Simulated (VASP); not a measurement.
# TlZn (P-6m2) in VASP: notebook, part 2 of 2

VASP 6.6.1. Earlier steps stand in the parts before.

**4. Relaxation of cell and atoms, PBE**

Contents of INCAR:

```
SYSTEM = TlZn
ALGO = Normal
EDIFF = 1E-6
EDIFFG = -0.04
ENCUT = 600
GGA = PE
IBRION = 2
ISIF = 3
ISMEAR = 0
LASPH = .True.
LCHARG = .False.
LREAL = .False.
LWAVE = .False.
NELM = 60
NSW = 90
PREC = Accurate
SIGMA = 0.1
```

Contents of KPOINTS:

```
k-points
0
Gamma
  6 6 4
  0 0 0
```

Contents of POSCAR:

```
TlZn
1.0
    3.0782490300      0.0000000000      0.0000000000
   -1.5391245200      2.6658418600      0.0000000000
    0.0000000000      0.0000000000      5.3833440300
Zn Tl
1 1
Direct
    0.3333333300      0.6666666700      0.5000000000
    0.0000000000      0.0000000000      0.0000000000
```

Potentials or basis: VASP PAW PBE potentials, release 64 (Zn, Tl_d).

Run with:

```
$ cat potpaw_PBE.64/Zn/POTCAR potpaw_PBE.64/Tl_d/POTCAR > POTCAR
$ mpirun -np 1 vasp_std > vasp.out
```

OUTCAR:

```text
SYSTEM = TlZn
   EDIFF = 1E-6
   EDIFFG = -0.04
   ENCUT = 600
   GGA = PE
   IBRION = 2
   ISIF = 3
   ISMEAR = 0
   LASPH = .True.
   LREAL = .False.
   NELM = 60
   NSW = 90
   PREC = Accurate

 ion  position               nearest neighbor table
   1  0.333  0.667  0.500-   2 3.23   2 3.23   2 3.23   2 3.23   2 3.23   2 3.23
   2  0.000  0.000  0.000-   1 3.23   1 3.23   1 3.23   1 3.23   1 3.23   1 3.23

  LATTYP: Found a hexagonal cell.
 ALAT       =     3.0782490300
 C/A-ratio  =     1.7488331768

  Lattice vectors:

 A1 = (   3.0782490300,   0.0000000000,   0.0000000000)
 A2 = (  -1.5391245200,   2.6658418600,   0.0000000000)
 A3 = (   0.0000000000,   0.0000000000,   5.3833440300)

Analysis of symmetry for initial positions (statically):
=====================================================================
 Subroutine PRICEL returns:
 Original cell was already a primitive cell.

 Routine SETGRP: Setting up the symmetry group for a
 hexagonal supercell.

 Subroutine GETGRP returns: Found 12 space group operations
 (whereof 12 operations were pure point group operations)
 out of a pool of 24 trial point group operations.

The static configuration has the point symmetry D_3h.

Analysis of symmetry for dynamics (positions and initial velocities):
=====================================================================
 Subroutine PRICEL returns:
 Original cell was already a primitive cell.

 Routine SETGRP: Setting up the symmetry group for a
 hexagonal supercell.

 Subroutine GETGRP returns: Found 12 space group operations
 (whereof 12 operations were pure point group operations)
 out of a pool of 24 trial point group operations.

The dynamic configuration has the point symmetry D_3h.

 Subroutine INISYM returns: Found 12 space group operations
 (whereof 12 operations are pure point group operations),
 and found     1 'primitive' translations

----------------------------------------------------------------------------------------
[... 80 lines left out ...]
   PREC   = accura    normal or accurate (medium, high low for compatibility)
   ISTART =      0    job   : 0-new  1-cont  2-samecut
   ICHARG =      2    charge: 1-file 2-atom 10-const
   ISPIN  =      1    spin polarized calculation?
   LNONCOLLINEAR =      F non collinear calculations
   LSORBIT =      F    spin-orbit coupling
   LASPH  =      T    aspherical Exc in radial PAW
   ENCUT  =  600.0 eV  44.10 Ry    6.64 a.u.   6.15  6.15 10.75*2*pi/ulx,y,z
   NELM   =     60;   NELMIN=  2; NELMDL= -5     # of ELM steps
   EDIFF  = 0.1E-05   stopping-criterion for ELM
   LREAL  =      F    real-space projection
   EDIFFG = -.4E-01   stopping-criterion for IOM
   NSW    =     90    number of steps for IOM
   IBRION =      2    ionic relax: 0-MD 1-quasi-New 2-CG
   NFREE  =      1    steps in history (QN), initial steepest desc. (CG)
   ISIF   =      3    stress and relaxation
   ISYM   =      2    0-nonsym 1-usesym 2-fastsym
   POTIM  = 0.5000    time-step for ionic-motion
   TEBEG  =    0.0;   TEEND  =   0.0 temperature during run
   PSTRESS=    0.0 pullay stress
   NELECT =      25.0000    total number of electrons
   NUPDOWN=      -1.0000    fix difference up-down
   EMIN   =  10.00;   EMAX   =-10.00  energy-range for DOS
   EFERMI =   0.00;   METHOD = LEGACY
   ISMEAR =     0;   SIGMA  =   0.10  broadening in eV -4-tet -1-fermi 0-gaus
   EFERMI_NEDOS =   21; number of points for ismear=-14 and -15
   IALGO  =     38    algorithm
   IMIX   =      4    mixing-type and parameters
     AMIX     =   0.40;   BMIX     =  1.00
     AMIX_MAG =   1.60;   BMIX_MAG =  1.00
  volume/ion in A,a.u.               =      22.09       149.06
  Fermi-wavevector in a.u.,A,eV,Ry     =   1.354123  2.558921 24.948306  1.833649
  Thomas-Fermi vector in A             =   2.481321
   LORBIT       =      0    0 simple, 1 ext, 2 COOP (PROOUT), +10 PAW based schemes
   GGA     = PE    functional components
   LHFCALC =     F    Hartree Fock is set to
   AEXX    =    0.0000 exact exchange contribution
   IVDW    =     0    specifies the selected vdW correction
   LEPSILON=     F    determine dielectric tensor
   LRPA    =     F    only Hartree local field effects (RPA)
 conjugate gradient relaxation of ions
 non-spin polarized calculation
 Gauss-broadening in eV      SIGMA  =   0.10
  energy-cutoff  :      600.00
  volume of cell :       44.18
 maximum number of plane-waves:      1500
 NGX is ok and might be reduce to    28
   NGX = 13   NGY = 13   NGZ = 21

--------------------------------------- Ionic step        1  -------------------------------------------

 number of electron      24.9999999 magnetization

 Free energy of the ion-electron system (eV)
  ---------------------------------------------------
  ext. energy  EPLUGINS =         0.00000000
  ---------------------------------------------------
  free energy    TOTEN  =        -2.70958128 eV

  energy without entropy =       -2.70687242  energy(sigma->0) =       -2.70822685

 E-fermi :   5.2274     XC(G=0): -10.6583

 val. band max:        5.0590334504   @ k =   0.0000   0.0000   0.2500
 cond. band min:       5.2281994897   @ k =   0.3333   0.0000   0.0000
 fundamental gap:      0.1691660393
 Fermi energy:         5.2274256194
[... 1018 lines left out ...]
--------------------------------------- Ionic step        7  -------------------------------------------

 number of electron      25.0000001 magnetization

 Free energy of the ion-electron system (eV)
  ---------------------------------------------------
  ext. energy  EPLUGINS =         0.00000000
  ---------------------------------------------------
  free energy    TOTEN  =        -2.98355941 eV

  energy without entropy =       -2.97976393  energy(sigma->0) =       -2.98166167

 E-fermi :   4.4202     XC(G=0): -10.1445

 val. band max:        4.3358512453   @ k =   0.1667   0.1667   0.0000
 cond. band min:       4.4961596901   @ k =   0.3333   0.0000   0.2500
 fundamental gap:      0.1603084448
 Fermi energy:         4.4202449492
[... 426 lines left out ...]
  FREE ENERGIE OF THE ION-ELECTRON SYSTEM (eV)
  ---------------------------------------------------
  free  energy   TOTEN  =        -2.9835594058 eV

  energy  without entropy=       -2.9797639308  energy(sigma->0) =       -2.98166167

 reached required accuracy - stopping structural energy minimisation
```

OSZICAR:

```text
N       E                     dE             d eps       ncg     rms          rms(c)
DAV:   1     0.140064851575E+03    0.14006E+03   -0.14206E+04   672   0.203E+03
DAV:   2     0.122747058646E+01   -0.13884E+03   -0.13735E+03   696   0.363E+02
DAV:   3    -0.285821838723E+01   -0.40857E+01   -0.40806E+01   848   0.705E+01
[... 61 lines left out ...]
DAV:   3    -0.298391251042E+01    0.17258E-02   -0.26204E-03   712   0.596E-01    0.152E-01
DAV:   4    -0.298359794175E+01    0.31457E-03   -0.33809E-04   824   0.205E-01    0.701E-02
DAV:   5    -0.298355927125E+01    0.38671E-04   -0.88197E-05   848   0.106E-01    0.611E-03
DAV:   6    -0.298355965120E+01   -0.37995E-06   -0.11092E-05   736   0.436E-02    0.373E-03
DAV:   7    -0.298355940579E+01    0.24541E-06   -0.65564E-07   360   0.140E-02
   7 F= -.29835594E+01 E0= -.29816617E+01  d E =-.193391E-01
```

CONTCAR:

```text
TlZn
   1.00000000000000
     3.3701873235864510   -0.0000000005393751    0.0000000000000000
    -1.6850936677345334    2.9186678390911109   -0.0000000000000000
    -0.0000000000000000   -0.0000000000000000    4.9781820899641653
  Zn              Tl
     1     1
Direct
     0.3333333300000021    0.6666666699999979    0.5000000000000000
     0.0000000000000000    0.0000000000000000    0.0000000000000000

  0.00000000E+00  0.00000000E+00  0.00000000E+00
  0.00000000E+00  0.00000000E+00  0.00000000E+00
```

It took 59 s on 1 thread of AMD EPYC 9R45 (Zen 5), shared host; peak memory 0.18 GiB.

What came out:

```
Free energy                            : -2.9836 eV
Relaxed volume                         : 24.48 Å³/atom
Relaxed cell                           : a = 3.370 Å, b = 3.370 Å, c = 4.978 Å, α = 90.00°, β = 90.00°, γ = 120.00°
Space group after relaxing (to 0.05 Å) : P-6m2 (No. 187)
Energy gained by relaxing              : 137.0 meV/atom
Ionic steps                            : 7
Pressure after relaxing                : 0.0 GPa
```

Step by step:
| step | energy change (eV) | largest force (eV/Å) | pressure (GPa) | volume (Å³) |
| --- | --- | --- | --- | --- |
| 1 | 0.0000 | 0.0000 | 5.59 | 44.18 |
| 2 | -0.2390 | 0.0000 | -0.14 | 49.16 |
| 3 | -0.2544 | 0.0000 | -1.15 | 50.95 |
| 4 | -0.2546 | 0.0000 | -1.22 | 51.19 |
| 5 | -0.2705 | 0.0000 | -0.65 | 49.90 |
| 6 | -0.2736 | 0.0000 | -0.18 | 49.23 |
| 7 | -0.2740 | 0.0000 | -0.01 | 48.97 |

Final structure:
```xyz
2
Lattice="3.3702 0.0000 0.0000 -1.6851 2.9187 0.0000 0.0000 0.0000 4.9782" Properties=species:S:1:pos:R:3 pbc="T T T"
Zn    0.0000    1.9458    2.4891
Tl    0.0000    0.0000    0.0000
```

Levels at points of the mesh, in eV from the Fermi level:
```tsv
k point	band 8	band 9	band 10	band 11	band 12	band 13	band 14	band 15	band 16
(0.00, 0.00, 0.00)	-7.00	-7.00	-6.90	-6.90	-2.19	-2.02	8.56	8.56	10.69
(0.50, 0.00, 0.00)	-7.01	-6.91	-6.80	-5.19	-3.54	1.75	2.26	2.36	4.81
(0.00, 0.00, 0.50)	-6.99	-6.99	-6.91	-6.91	-6.37	5.95	6.17	9.73	9.73
(0.50, 0.00, 0.50)	-6.95	-6.90	-6.80	-4.41	-2.27	-2.09	-0.95	5.94	6.88
```

Caveat: the k points lie up to 0.36 Å⁻¹ apart in the final cell; spin-orbit coupling is left out, which moves the levels of the heavy elements.

**5. Single point, PBE**

This run uses another cell than the first one, of 24.87 Å³/atom, 1.126 times its volume.

Contents of INCAR:

```
SYSTEM = TlZn
PREC = Accurate
ENCUT = 520
EDIFF = 1E-6
ISMEAR = 0
SIGMA = 0.1
LREAL = .False.
LASPH = .True.
NELM = 100
ALGO = Fast
ISIF = 2
LWAVE = .False.
LCHARG = .False.
GGA = PE
NBANDS = 20
```

Contents of KPOINTS:

```
Automatic mesh
0
Gamma
  18 18 12
  0 0 0
```

Contents of POSCAR:

```
TlZn
1.0
    3.5544457561      0.0000000000      0.0000000000
   -1.7772228781      3.0782403211      0.0000000000
    0.0000000000      0.0000000000      4.5457335079
Zn Tl
1 1
Direct
    0.3333333333      0.6666666667      0.5000000000
    0.0000000000      0.0000000000      0.0000000000
```

Run with:

```
$ cat potpaw_PBE.64/Zn/POTCAR potpaw_PBE.64/Tl_d/POTCAR > POTCAR
$ mpirun -np 1 vasp_std > vasp.out
```

It took 2 min on 1 thread of AMD EPYC 9R45 (Zen 5), shared host; peak memory 0.34 GiB.

Results (log left out):

```yaml
Free_energy: -2.9261 eV
Pressure: 0.1 GPa
```

Levels at points of the mesh, in eV from the Fermi level:
```csv
k point,band 8,band 9,band 10,band 11,band 12,band 13,band 14,band 15,band 16,band 17
"(0.00, 0.00, 0.00)",-7.04,-7.04,-6.97,-6.97,-1.07,-0.59,6.76,6.76,9.33,9.33
"(0.50, 0.00, 0.00)",-7.07,-6.96,-6.89,-5.68,-3.86,2.63,2.71,3.18,3.66,5.33
"(0.00, 0.00, 0.50)",-7.02,-7.02,-6.98,-6.98,-6.10,8.05,8.32,8.32,8.40,8.40
"(0.50, 0.00, 0.50)",-7.03,-6.96,-6.89,-4.59,-2.36,-2.09,-0.95,5.19,6.09,7.45
```

Caveat: spin-orbit coupling is left out, which moves the levels of the heavy elements.

**6. Relaxation of cell and atoms, PBE**

This run uses another cell than the first one, of 24.25 Å³/atom, 1.098 times its volume.

Contents of INCAR:

```
SYSTEM = TlZn
PREC = Accurate ; ENCUT = 600
EDIFF = 1E-6 ; ISMEAR = 0
SIGMA = 0.1 ; LREAL = .FALSE.
LASPH = .TRUE. ; NELM = 100
ALGO = Fast ; ISIF = 3
LWAVE = .FALSE. ; LCHARG = .FALSE.
GGA = PE ; IBRION = 2
NSW = 100 ; EDIFFG = -0.01
```

Contents of KPOINTS:

```
regular mesh
0
G
  18 18 12
  0 0 0
```

Contents of POSCAR:

```
TlZn
1.0
    3.3520073261      0.0000000000      0.0000000000
   -1.6760036631      2.9029234981      0.0000000000
    0.0000000000      0.0000000000      4.9832757036
Zn Tl
1 1
Direct
    0.3333333333      0.6666666667      0.5000000000
    0.0000000000      0.0000000000      0.0000000000
```

Potentials or basis: VASP PAW PBE potentials, release 64 (Zn, Tl_d).

Run with:

```
$ cat potpaw_PBE.64/Zn/POTCAR potpaw_PBE.64/Tl_d/POTCAR > POTCAR
$ mpirun -np 1 vasp_std > vasp.out
```

Wall time 19 min (1 thread of AMD EPYC 9R45 (Zen 5), shared host); peak memory 0.38 GiB.

Results (log left out):

```yaml
Free_energy: -2.9251 eV
Relaxed_volume: 24.89 Å³/atom
Relaxed_cell: a = 3.557 Å, b = 3.557 Å, c = 4.543 Å, α = 90.00°, β = 90.00°, γ = 120.00°
Space_group_after_relaxing_to_0.05_Å: P-6m2 (No. 187)
Energy_gained_by_relaxing: 15.9 meV/atom
Ionic_steps: 13
Pressure_after_relaxing: 0.0 GPa
```

The path:
| step | energy change (eV) | largest force (eV/Å) | pressure (GPa) | volume (Å³) |
| --- | --- | --- | --- | --- |
| 1 | 0.0000 | 0.0000 | 0.58 | 48.49 |
| 2 | -0.0049 | 0.0000 | 0.08 | 49.10 |
| 3 | -0.0070 | 0.0000 | -0.20 | 49.52 |
| 4 | -0.0090 | 0.0000 | -0.64 | 50.37 |
| 5 | -0.0135 | 0.0000 | -0.32 | 50.12 |
| 6 | -0.0261 | 0.0000 | 0.21 | 49.31 |
| 7 | -0.0148 | 0.0000 | 1.73 | 47.42 |
| 8 | -0.0291 | 0.0000 | 0.71 | 48.59 |
| 9 | -0.0298 | 0.0000 | 0.51 | 48.82 |
| 10 | -0.0304 | 0.0000 | 0.46 | 49.55 |
| 11 | -0.0311 | 0.0000 | 0.42 | 49.22 |
| 12 | -0.0317 | 0.0000 | -0.14 | 50.07 |
| 13 | -0.0319 | 0.0000 | 0.02 | 49.79 |

Final structure:
```yaml
crystal:
  lattice:
    - [3.55715, 0.00000, 0.00000]
    - [-1.77858, 3.08059, 0.00000]
    - [0.00000, 0.00000, 4.54335]
  atoms:
    - { symbol: Zn, position: [0.33333, 0.66667, 0.50000] }
    - { symbol: Tl, position: [0.00000, 0.00000, 0.00000] }
```

Levels at points of the mesh, in eV from the Fermi level:
| k point | band 8 | band 9 | band 10 | band 11 | band 12 | band 13 | band 14 | band 15 | band 16 |
| --- | --- | --- | --- | --- | --- | --- | --- | --- | --- |
| (0.00, 0.00, 0.00) | -7.04 | -7.04 | -6.97 | -6.97 | -1.06 | -0.58 | 6.74 | 6.74 | 9.33 |
| (0.50, 0.00, 0.00) | -7.06 | -6.96 | -6.89 | -5.68 | -3.86 | 2.64 | 2.71 | 3.17 | 3.67 |
| (0.00, 0.00, 0.50) | -7.02 | -7.02 | -6.98 | -6.98 | -6.09 | 8.06 | 8.30 | 8.30 | 8.38 |
| (0.50, 0.00, 0.50) | -7.03 | -6.96 | -6.89 | -4.59 | -2.36 | -2.09 | -0.95 | 5.18 | 6.08 |

Caveat: spin-orbit coupling is left out, which moves the levels of the heavy elements.

**7. Summary**

| task | cell | k mesh | cutoff (eV) | gap on the mesh (eV) | pressure (GPa) | relaxed volume (Å³/atom) |
| --- | --- | --- | --- | --- | --- | --- |
| single point | a = 3.078, b = 3.078, c = 5.383 Å, angles 90.0, 90.0, 120.0°, 2 atoms | 6 × 6 × 4 | 520 | none | 5.6 | - |
| single point | a = 3.352, b = 3.352, c = 4.983 Å, angles 90.0, 90.0, 120.0°, 2 atoms | 6 × 6 × 4 | 520 | none | 0.3 | - |
| relaxation of cell and atoms | relaxed from a = 3.078, b = 3.078, c = 5.383 Å, angles 90.0, 90.0, 120.0°, 2 atoms | 6 × 6 × 4 | 600 | none | 0.0 | 24.48 |
| single point | a = 3.554, b = 3.554, c = 4.546 Å, angles 90.0, 90.0, 120.0°, 2 atoms | 18 × 18 × 12 | 520 | none | 0.1 | - |
| relaxation of cell and atoms | relaxed from a = 3.352, b = 3.352, c = 4.983 Å, angles 90.0, 90.0, 120.0°, 2 atoms | 18 × 18 × 12 | 600 | none | 0.0 | 24.89 |

Alike in all rows: level PBE; potentials or basis VASP PAW PBE potentials, release 64 (Zn, Tl_d); no spin polarisation; smearing gaussian 0.1 eV.

Caveats: some runs use coarse meshes; spin-orbit coupling is left out, which moves the levels of the heavy elements.

Absolute energies hang on the potentials; compare differences alone.
